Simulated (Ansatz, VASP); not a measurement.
Two plane-wave programs on SnO

File INCAR:

```
SYSTEM = SnO
PREC = Accurate
ENCUT = 520
EDIFF = 1E-6
ISMEAR = 0
SIGMA = 0.05
LREAL = .False.
LASPH = .True.
NELM = 100
ALGO = Normal
ISIF = 2
LWAVE = .False.
LCHARG = .False.
LDIPOL = .True.
IDIPOL = 3
DIPOL = 0.5 0.5 0.399
GGA = PE
IVDW = 12
NBANDS = 50
```

File KPOINTS:

```
regular mesh
0
Gamma
  7 7 1
  0 0 0
```

The input POSCAR:

```
SnO
1.0
    3.8201526697      0.0002954396      0.0000000000
   -0.0003145245      3.8201526682      0.0000000000
    0.0000000000      0.0000000000     22.2260755522
Sn O
4 4
Direct
    0.9999453086      0.9999453086      0.2024648926
    0.4999453086      0.4999453086      0.3087831570
    0.4999453086      0.4999453086      0.4887519504
    0.9999453086      0.9999453086      0.5950702148
    0.9999461247      0.4999461247      0.2556240248
    0.4999461247      0.9999461247      0.2556240248
    0.4999444925      0.9999444925      0.5419110826
    0.9999444925      0.4999444925      0.5419110826
```

Input for Ansatz:

```yaml
crystal:
  lattice:
    - [3.8201526697, 0.0002954396, 0.0]
    - [-0.0003145245, 3.8201526682, 0.0]
    - [0.0, 0.0, 22.2260755522]
  atoms:
    - { symbol: Sn, position: [0.9999453086, 0.9999453086, 0.2024648926] }
    - { symbol: O, position: [0.9999461247, 0.4999461247, 0.2556240248] }
    - { symbol: O, position: [0.4999461247, 0.9999461247, 0.2556240248] }
    - { symbol: Sn, position: [0.4999453086, 0.4999453086, 0.308783157] }
    - { symbol: Sn, position: [0.4999453086, 0.4999453086, 0.4887519504] }
    - { symbol: O, position: [0.4999444925, 0.9999444925, 0.5419110826] }
    - { symbol: O, position: [0.9999444925, 0.4999444925, 0.5419110826] }
    - { symbol: Sn, position: [0.9999453086, 0.9999453086, 0.5950702148] }
basis:
  ecutwfc: 420
kpoints:
  mp_grid: { grid: [7, 7, 1] }
hamiltonian:
  xc: pbe
  pseudopotentials: { kind: paw, azcp: { folder: soft_1 } }
  dispersion: d3bj
scf:
  occupations: { method: gaussian, width: 0.05 }
output:
  forces: true
  eigenvalues: true
efield:
  axis: 3
  dipole_correction: true
  ramp_width: 0.04
```

Alike in both runs: task single point; functional PBE; dispersion D3(BJ); k mesh 7 × 7 × 1; occupations gaussian, width 0.05 eV; no spin polarisation.

```csv
,VASP,Ansatz
version,VASP 6.6.1,Ansatz 0.2.0
potentials or method,"VASP PAW PBE potentials, release 64 (Sn_d, O), cutoff 520 eV","scalar-relativistic, plane waves, PAW"
valence electrons in the cell,80,80
```

VASP gave:

```
gap on the k mesh at the Fermi level (eV) : 2.21
least direct gap on the mesh (eV)         : 2.46
rms of the force components (eV/Å)        : 0.035
```

Which values does Ansatz return?

gap on the k mesh at the Fermi level (eV): 2.22; least direct gap on the mesh (eV): 2.47; rms of the force components (eV/Å): 0.053.

Ansatz's warnings: structure snapped to symmetry.
